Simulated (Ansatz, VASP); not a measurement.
# GdN in VASP and in Ansatz

```xyz
2
Lattice="0.0000 2.4489 2.4489 2.4489 0.0000 2.4489 2.4489 2.4489 0.0000" Properties=species:S:1:pos:R:3 pbc="T T T"
Gd    0.0000    0.0000    0.0000
N     2.4489    2.4489    2.4489
```

Change from the starting cell: volume scaled by 0.9405, crystal datasets.

Alike in both runs: task electric field gradients; functional PBE; k mesh 13 × 13 × 13; occupations fermi-dirac, width 0.05 eV; collinear spin.

|  | VASP | Ansatz |
| --- | --- | --- |
| version | VASP 6.6.1 | Ansatz 0.2.0 |
| potentials or method | VASP PAW PBE potentials, release 64 (Gd, N), cutoff 520 eV | all-electron PAW with datasets made for the crystal, scalar-relativistic |

Ansatz gave:

```
pressure (GPa)                                                : 8.6
net moment per atom (μB)                                      : 3.50
size of the moment on the site where the two differ most (μB) : 6.84
```

Problem. Which values does VASP return?

Solution. Pressure (GPa): 8.7; net moment per atom (μB): 3.50; size of the moment on the site where the two differ most (μB): 6.80.

Site moments also hang on the region over which each program counts them. Ansatz ran all-electron here, and VASP with PAW potentials.

Spin-orbit coupling is off throughout.
